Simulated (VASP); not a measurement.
## Cl: single point with r2SCAN

The system is Cl.

```
Cl
1.0
     9.96655    0.00000    0.00000
     0.00000    9.96655    0.00000
     0.00000    0.00000    9.96655
Cl
24
Cartesian
  1.1771 8.2810 5.5797
  2.9919 7.4863 5.8753
  1.1335 1.4305 1.8823
  -0.2758 2.1849 0.7038
  8.8195 6.8853 10.0038
  10.3815 8.0296 9.5142
  8.2207 -0.2716 4.6745
  8.7069 1.6563 5.0245
  2.1649 0.6901 8.3520
  3.0826 1.5023 6.7181
  3.2963 8.1716 2.6547
  4.1112 9.2391 1.1700
  7.1843 5.0847 6.2226
  6.2848 6.4685 5.0735
  -0.3784 5.0643 4.5251
  1.2793 4.8651 3.4892
  5.6645 4.2616 0.8484
  5.8704 4.4881 -1.1892
  5.7413 -0.7935 8.4128
  6.0854 1.1529 8.1255
  5.2487 1.8375 3.6739
  4.7866 3.6940 4.2541
  2.0320 4.7040 9.1916
  1.0134 4.5874 7.4466
```

```
Program                : VASP 6.6.1
Task                   : single point
Functional             : r2SCAN
Potentials or basis    : VASP PAW PBE potentials, release 64 (Cl)
Cutoff                 : 520 eV
k mesh                 : 1 × 1 × 1
Occupations            : fermi-dirac, width 0.05 eV
Spin                   : no spin polarisation
Dipole correction      : no
Further INCAR settings : LREAL = Auto; ALGO = Normal; EDIFF = 1e-06; NBANDS = 102
```

- Pressure: -0.6 GPa
- Largest force: 1.140 eV/Å

Forces in eV/Å, atoms in the order of the input:
```
Cl   0.232 -0.100  0.018
Cl  -0.271  0.114  0.033
Cl  -0.052  0.004 -0.096
Cl  -0.005 -0.043  0.117
Cl   0.219  0.135 -0.042
Cl  -0.218 -0.144  0.025
Cl   0.177  0.588  0.171
Cl  -0.091 -0.557 -0.144
Cl   0.500  0.509 -0.815
Cl  -0.656 -0.453  0.697
Cl   0.121  0.193 -0.092
Cl  -0.130 -0.290  0.164
Cl  -0.241  0.512 -0.318
Cl   0.163 -0.254  0.355
Cl  -0.297 -0.137  0.249
Cl   0.449  0.018 -0.296
Cl  -0.009  0.068 -0.997
Cl  -0.010 -0.074  1.138
Cl   0.119  0.264 -0.176
Cl   0.152 -0.205  0.163
Cl  -0.143  0.170  0.084
Cl  -0.015 -0.332 -0.218
Cl  -0.295 -0.094 -0.626
Cl   0.299  0.108  0.608
```

Stress tensor (GPa, compression positive):
```
-0.18 -0.04 -0.14
-0.04 -0.75  0.22
-0.14  0.22 -0.78
```

Levels at points of the mesh, in eV from the Fermi level:
| k point | band 81 | band 82 | band 83 | band 84 | band 85 | band 86 | band 87 | band 88 |
| --- | --- | --- | --- | --- | --- | --- | --- | --- |
| (0.00, 0.00, 0.00) | -1.17 | -1.14 | -1.13 | -1.05 | 1.03 | 1.49 | 1.61 | 1.72 |

Run time: 11 min on 1 thread of Intel(R) Xeon(R) Platinum 8488C (Sapphire Rapids), on a shared host, peak memory 1 GiB.

Caveat: the k points lie up to 0.63 Å⁻¹ apart; the PAW data sets were made with another functional, which shifts forces and pressure a little.
